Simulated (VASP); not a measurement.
# PbO (Pbcm) in VASP: single point with PBEsol

Aim: the single point of PbO with PBEsol.

Everything below comes from runs of VASP 6.6.1. Logs are shortened: lines on timing, memory, paths and dates and some standing lists are left out, and cuts for length are marked.

### Step 1. The cell of the first run

Symmetry: Pbcm, No. 57, orthorhombic system. Conventional cell: a = 5.945 Å, b = 5.531 Å, c = 4.714 Å, α = 90.00°, β = 90.00°, γ = 90.00°. Pb (site symmetry m) has 4 O at 2.24 to 2.46 Å within 3.0 Å. Within 3.2 Å of O (site symmetry m) lie 4 Pb at 2.24 to 2.46 Å and 6 O at 2.93 to 3.20 Å.

### Step 2. Single point, PBEsol

The input, INCAR:

```
  PREC = Accurate
  ENCUT = 600
  EDIFF = 1E-6
  ISMEAR = 0
  SIGMA = 0.02
  LREAL = F
  LASPH = T
  NELM = 120
  ALGO = Normal
  ISIF = 2
  LWAVE = F
  LCHARG = F
  GGA = PS
  NBANDS = 50
  GGA_COMPAT = F
```

The input, KPOINTS:

```
Automatic mesh
0
Gamma
  6 6 6
```

The input, POSCAR:

```
PbO
1.0
    5.9450241161      0.0000000000      0.0000000000
    0.0000000000      5.5306685627      0.0000000000
    0.0000000000      0.0000000000      4.7142982858
Pb O
4 4
Direct
    0.2287867878     -0.0112815331      0.2500000000
    0.7712132122      1.0112815331      0.7500000000
    0.2287867878      0.5112815331      0.7500000000
    0.7712132122      0.4887184669      0.2500000000
    0.8648370003      0.0919462188      0.2500000000
    0.1351629997      0.9080537812      0.7500000000
    0.8648370003      0.4080537812      0.7500000000
    0.1351629997      0.5919462188      0.2500000000
```

Potentials or basis: VASP PAW PBE potentials, release 64 (Pb_d, O).

Run with:

```
$ cat potpaw_PBE.64/Pb_d/POTCAR potpaw_PBE.64/O/POTCAR > POTCAR
$ mpirun -np 1 vasp_std > vasp.out
```

OUTCAR:

```text
PREC = Accurate
   ENCUT = 600
   EDIFF = 1E-6
   ISMEAR = 0
   LREAL = F
   LASPH = T
   NELM = 120
   ISIF = 2
   GGA = PS

 ion  position               nearest neighbor table
   1  0.229  0.989  0.250-   5 2.24   8 2.26   6 2.46   6 2.46   3 3.54   3 3.54   2 3.60   2 3.60
                             3 3.73   3 3.73   4 3.88   4 3.88   2 4.00   2 4.00
   2  0.771  0.011  0.750-   6 2.24   7 2.26   5 2.46   5 2.46   4 3.54   4 3.54   1 3.60   1 3.60
                             4 3.73   4 3.73   3 3.88   3 3.88   1 4.00   1 4.00
   3  0.229  0.511  0.750-   7 2.24   6 2.26   8 2.46   8 2.46   1 3.54   1 3.54   4 3.60   4 3.60
                             1 3.73   1 3.73   2 3.88   2 3.88   4 4.00   4 4.00
   4  0.771  0.489  0.250-   8 2.24   5 2.26   7 2.46   7 2.46   2 3.54   2 3.54   3 3.60   3 3.60
                             2 3.73   2 3.73   1 3.88   1 3.88   3 4.00   3 4.00
   5  0.865  0.092  0.250-   1 2.24   4 2.26   2 2.46   2 2.46
   6  0.135  0.908  0.750-   2 2.24   3 2.26   1 2.46   1 2.46
   7  0.865  0.408  0.750-   3 2.24   2 2.26   4 2.46   4 2.46
   8  0.135  0.592  0.250-   4 2.24   1 2.26   3 2.46   3 2.46

  LATTYP: Found a simple orthorhombic cell.
 ALAT       =     4.7142982858
 B/A-ratio  =     1.1731689909
 C/A-ratio  =     1.2610623587

  Lattice vectors:

 A1 = (   0.0000000000,   0.0000000000,  -4.7142982858)
 A2 = (   0.0000000000,   5.5306685627,   0.0000000000)
 A3 = (   5.9450241161,   0.0000000000,   0.0000000000)

Analysis of symmetry for initial positions (statically):
=====================================================================
 Subroutine PRICEL returns:
 Original cell was already a primitive cell.

 Routine SETGRP: Setting up the symmetry group for a
 simple orthorhombic supercell.

 Subroutine GETGRP returns: Found  8 space group operations
 (whereof  2 operations were pure point group operations)
 out of a pool of  8 trial point group operations.

The static configuration has the point symmetry S_2 .
 The point group associated with its full space group is D_2h.

Analysis of symmetry for dynamics (positions and initial velocities):
=====================================================================
 Subroutine PRICEL returns:
 Original cell was already a primitive cell.

 Routine SETGRP: Setting up the symmetry group for a
 simple orthorhombic supercell.

 Subroutine GETGRP returns: Found  8 space group operations
 (whereof  2 operations were pure point group operations)
 out of a pool of  8 trial point group operations.

The dynamic configuration has the point symmetry S_2 .
[... 120 lines left out ...]
   POTIM  = 0.5000    time-step for ionic-motion
   TEBEG  =    0.0;   TEEND  =   0.0 temperature during run
   PSTRESS=    0.0 pullay stress
   NELECT =      80.0000    total number of electrons
   NUPDOWN=      -1.0000    fix difference up-down
   EMIN   =  10.00;   EMAX   =-10.00  energy-range for DOS
   EFERMI =   0.00;   METHOD = LEGACY
   ISMEAR =     0;   SIGMA  =   0.02  broadening in eV -4-tet -1-fermi 0-gaus
   EFERMI_NEDOS =   21; number of points for ismear=-14 and -15
   IALGO  =     38    algorithm
   IMIX   =      4    mixing-type and parameters
     AMIX     =   0.40;   BMIX     =  1.00
     AMIX_MAG =   1.60;   BMIX_MAG =  1.00
  volume/ion in A,a.u.               =      19.38       130.75
  Fermi-wavevector in a.u.,A,eV,Ry     =   1.313173  2.481538 23.462216  1.724424
  Thomas-Fermi vector in A             =   2.443515
   LORBIT       =      0    0 simple, 1 ext, 2 COOP (PROOUT), +10 PAW based schemes
   GGA     = PS    functional components
   LHFCALC =     F    Hartree Fock is set to
   AEXX    =    0.0000 exact exchange contribution
   IVDW    =     0    specifies the selected vdW correction
   LEPSILON=     F    determine dielectric tensor
   LRPA    =     F    only Hartree local field effects (RPA)
 non-spin polarized calculation
 Gauss-broadening in eV      SIGMA  =   0.02
  energy-cutoff  :      600.00
  volume of cell :      155.01
 maximum number of plane-waves:      5208
 NGX is ok and might be reduce to    48
   NGX = 23   NGY = 23   NGZ = 19

 number of electron      79.9999994 magnetization

 Free energy of the ion-electron system (eV)
  ---------------------------------------------------
  ext. energy  EPLUGINS =         0.00000000
  ---------------------------------------------------
  free energy    TOTEN  =       -45.63995720 eV

  energy without entropy =      -45.63995720  energy(sigma->0) =      -45.63995720

 E-fermi :   4.6818     XC(G=0): -10.2583

 val. band max:        4.5736299897   @ k =   0.5000   0.0000   0.0000
 cond. band min:       6.6272171450   @ k =   0.5000   0.5000   0.3333
 fundamental gap:      2.0535871553
 Fermi energy:         4.6818033862

 k-point     1 :       0.0000    0.0000    0.0000
  band No.  band energies     occupation
      1     -13.0415      2.00000
      2     -12.9203      2.00000
      3     -12.8085      2.00000
      4     -12.7090      2.00000
      5     -10.8647      2.00000
      6     -10.8034      2.00000
[... 1261 lines left out ...]
     49      11.8100      0.00000
     50      12.2692      0.00000

 [... further k-points ...]

------------------------ aborting loop because EDIFF is reached ----------------------------------------

  FORCE on cell =-STRESS in cart. coord.  units (eV):
  Direction    XX          YY          ZZ          XY          YZ          ZX
  --------------------------------------------------------------------------------------
  -------------------------------------------------------------------------------------
  Total        0.0837475      0.0892442     -0.0129423      0.0000000      0.0000000      0.0000000
  in kB        0.8656341      0.9224490     -0.1337743      0.0000000      0.0000000      0.0000000
  external PRESSURE =       0.5514363 kB  Pullay stress =       0.0000000 kB

 VOLUME and BASIS-vectors are now :
 -----------------------------------------------------------------------------
  energy-cutoff  :      600.00
  volume of cell :      155.01
      direct lattice vectors                 reciprocal lattice vectors
     5.945024116  0.000000000  0.000000000     0.168207896  0.000000000  0.000000000
     0.000000000  5.530668563  0.000000000     0.000000000  0.180809967  0.000000000
     0.000000000  0.000000000  4.714298286     0.000000000  0.000000000  0.212120646

 POSITION                                       TOTAL-FORCE (eV/Angst)
 -----------------------------------------------------------------------------------
      1.36014      5.46827      1.17857         0.036915      0.014672      0.000000
      4.58488      0.06239      3.53572        -0.036915     -0.014672     -0.000000
      1.36014      2.82773      3.53572         0.036915     -0.014672      0.000000
      4.58488      2.70294      1.17857        -0.036915      0.014672      0.000000
      5.14148      0.50852      1.17857        -0.011246     -0.007807      0.000000
      0.80355      5.02214      3.53572         0.011246      0.007807     -0.000000
      5.14148      2.25681      3.53572        -0.011246      0.007807     -0.000000
      0.80355      3.27386      1.17857         0.011246     -0.007807      0.000000
 -----------------------------------------------------------------------------------
    total drift:                                0.000000      0.000000     -0.000000

  FREE ENERGIE OF THE ION-ELECTRON SYSTEM (eV)
  ---------------------------------------------------
  free  energy   TOTEN  =       -45.6399572025 eV

  energy  without entropy=      -45.6399572025  energy(sigma->0) =      -45.63995720
```

OSZICAR:

```text
N       E                     dE             d eps       ncg     rms          rms(c)
DAV:   1     0.116113773406E+04    0.11611E+04   -0.41401E+04  6400   0.213E+03
DAV:   2     0.156694184379E+03   -0.10044E+04   -0.96061E+03  6536   0.574E+02
DAV:   3    -0.380364904568E+02   -0.19473E+03   -0.18359E+03  8290   0.262E+02
DAV:   4    -0.531860524264E+02   -0.15150E+02   -0.14962E+02  8440   0.737E+01
DAV:   5    -0.535607157608E+02   -0.37466E+00   -0.37378E+00  7740   0.120E+01    0.158E+01
DAV:   6    -0.459457963702E+02    0.76149E+01   -0.33529E+01  9282   0.409E+01    0.712E+00
DAV:   7    -0.457355249034E+02    0.21027E+00   -0.49499E+00  8268   0.125E+01    0.362E+00
DAV:   8    -0.456836092042E+02    0.51916E-01   -0.12684E+00  9326   0.588E+00    0.134E+00
DAV:   9    -0.456364208760E+02    0.47188E-01   -0.13418E-01  9228   0.338E+00    0.251E-01
DAV:  10    -0.456404243676E+02   -0.40035E-02   -0.26146E-02  8654   0.109E+00    0.137E-01
DAV:  11    -0.456399841470E+02    0.44022E-03   -0.25460E-03 10156   0.437E-01    0.408E-02
DAV:  12    -0.456400169393E+02   -0.32792E-04   -0.61188E-04  8224   0.134E-01    0.642E-02
DAV:  13    -0.456399666867E+02    0.50253E-04   -0.10969E-04  9256   0.838E-02    0.240E-02
DAV:  14    -0.456399588641E+02    0.78226E-05   -0.17621E-05  8060   0.254E-02    0.818E-03
DAV:  15    -0.456399571226E+02    0.17415E-05   -0.30684E-06  6574   0.130E-02    0.172E-03
DAV:  16    -0.456399572025E+02   -0.79835E-07   -0.50764E-07  3686   0.504E-03
   1 F= -.45639957E+02 E0= -.45639957E+02  d E =-.103106E-16
```

stdout:

```text
POSCAR found type information on POSCAR PbO
 POSCAR found :  2 types and       8 ions
 scaLAPACK will be used
 -----------------------------------------------------------------------------
|                                                                             |
|                                                                             |
|     You enforced a specific xc type in the INCAR file but a different       |
|     I HOPE YOU KNOW WHAT YOU ARE DOING!                                     |
|                                                                             |
 -----------------------------------------------------------------------------

 LDA part: xc-table for (Slater+PW92), standard interpolation
 POSCAR, INCAR and KPOINTS ok, starting setup
 FFT: planning ... GRIDC
 FFT: planning ... GRID_SOFT
 FFT: planning ... GRID
 WAVECAR not read
 entering main loop
```

It took 18 min on 1 thread of Oxide Virtual Turin-like, shared host; peak memory 0.56 GiB.

Results:

* Free energy: -45.6400 eV
* Pressure: 0.1 GPa
* Largest force: 0.040 eV/Å
* Band gap on the k mesh: 2.05 eV (least direct gap 2.33 eV)

Forces in eV/Å, atoms in the order of the input:
```
Pb   0.037  0.015  0.000
Pb  -0.037 -0.015  0.000
Pb   0.037 -0.015  0.000
Pb  -0.037  0.015  0.000
O   -0.011 -0.008  0.000
O    0.011  0.008  0.000
O   -0.011  0.008  0.000
O    0.011 -0.008  0.000
```

Stress tensor (GPa, compression positive):
```
 0.09  0.00  0.00
 0.00  0.09  0.00
 0.00  0.00 -0.01
```

Caveat: the PAW data sets were made with another functional, which shifts forces and pressure a little; spin-orbit coupling is left out, which moves the levels of the heavy elements. PBEsol gaps usually lie below the measured ones, often by a third to a half.
